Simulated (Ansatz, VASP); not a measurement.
# One calculation of Al6W, two programs

```
Al W
1.0
    -4.16635    4.16635    2.49460
     4.16635   -4.16635    2.49460
     4.16635    4.16635   -2.49460
Al W
6 1
Direct
  0.17457 0.89375 0.71919
  0.17457 0.45538 0.28081
  0.10625 0.82543 0.28081
  0.54462 0.82543 0.71919
  0.75000 0.25000 0.50000
  0.50000 0.50000 0.00000
  0.00000 0.00000 0.00000
```

Alike in both runs: functional PBE; k mesh 4 × 4 × 4; occupations gaussian, width 0.2 eV; no spin polarisation.

Ansatz relaxed the structure, and its values are those at the end. VASP's run is a single point on that final structure, the one shown.

|  | VASP | Ansatz |
| --- | --- | --- |
| version | VASP 6.6.1 | Ansatz 0.2.0 |
| potentials or method | VASP PAW PBE potentials, release 64 (Al, W_sv), cutoff 500 eV | scalar-relativistic, plane waves, PAW |
| valence electrons in the cell | 32 | 32 |

Ansatz gave:

```
gap on the k mesh at the Fermi level (eV) : none
pressure (GPa)                            : 0.0
rms of the force components (eV/Å)        : 0.005
```

Problem. What did VASP give for the same quantities?

Solution. gap on the k mesh at the Fermi level (eV): none; pressure (GPa): -0.1; rms of the force components (eV/Å): 0.003.

A gap of «none» marks a metal or a gap that the smearing closes.

The k mesh is coarse, so the values compare programs but aren't converged. Spin-orbit coupling is off throughout.
